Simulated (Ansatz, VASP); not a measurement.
**One calculation of SiC, two programs**

The input POSCAR:

```
SiC
1.0
    0.0000000000      2.1780523476      2.1780523476
    2.1780523476      0.0000000000      2.1780523476
    2.1780523476      2.1780523476      0.0000000000
Si C
1 1
Direct
    0.0000000000      0.0000000000      0.0000000000
    0.2500000000      0.2500000000      0.2500000000
```

Contents of INCAR.step1:

```
SYSTEM = SiC
PREC = Accurate
ENCUT = 520
ISMEAR = 0
SIGMA = 0.01
LREAL = .False.
LASPH = .True.
NELM = 80
NBANDS = 11
GGA = PE
ALGO = Normal
EDIFF = 1E-4
LWAVE = .True.
LCHARG = .False.
```

File INCAR.step2:

```
SYSTEM = SiC
PREC = Accurate
ENCUT = 520
EDIFF = 1E-7
ISMEAR = 0
SIGMA = 0.01
LREAL = .False.
LASPH = .True.
NELM = 80
ALGO = Normal
ISIF = 2
LWAVE = .False.
LCHARG = .False.
METAGGA = R2SCAN
LMIXTAU = .True.
NBANDS = 11
ISTART = 1
```

File KPOINTS:

```
regular mesh
0
Gamma
  12 12 12
  0 0 0
```

Input for Ansatz:

```yaml
crystal:
  lattice:
    - [0.0, 2.1780523476, 2.1780523476]
    - [2.1780523476, 0.0, 2.1780523476]
    - [2.1780523476, 2.1780523476, 0.0]
  atoms:
    - { symbol: Si, position: [0.0, 0.0, 0.0] }
    - { symbol: C, position: [0.25, 0.25, 0.25] }
kpoints:
  mp_grid: { grid: [12, 12, 12] }
hamiltonian:
  xc: r2scan
scf:
  occupations: { method: fixed }
output:
  optics:
    e_range: [0, 10]
    de: 0.2
    sigma: 0.03
    scissors: 0.6
    scheme: gaussian
    bands: auto
```

Alike in both runs: task single point; functional r2SCAN; k mesh 12 × 12 × 12; no spin polarisation.

|  | VASP | Ansatz |
| --- | --- | --- |
| version | VASP 6.6.1 | Ansatz 0.2.0 |
| potentials or method | VASP PAW PBE potentials, release 64 (Si, C) | plane waves, PAW |
| plane-wave cutoff (eV) | 520 | 500 |
| occupations | gaussian, width 0.01 eV | fixed |
| valence electrons in the cell | 8 | 8 |

VASP gave:

| Quantity | Value |
| --- | --- |
| gap on the k mesh at the Fermi level (eV) | 1.72 |

**Question.** What did Ansatz give for the same quantities?

**Answer.** gap on the k mesh at the Fermi level (eV): 1.71.

VASP's potentials were made for PBE, not for r2SCAN.
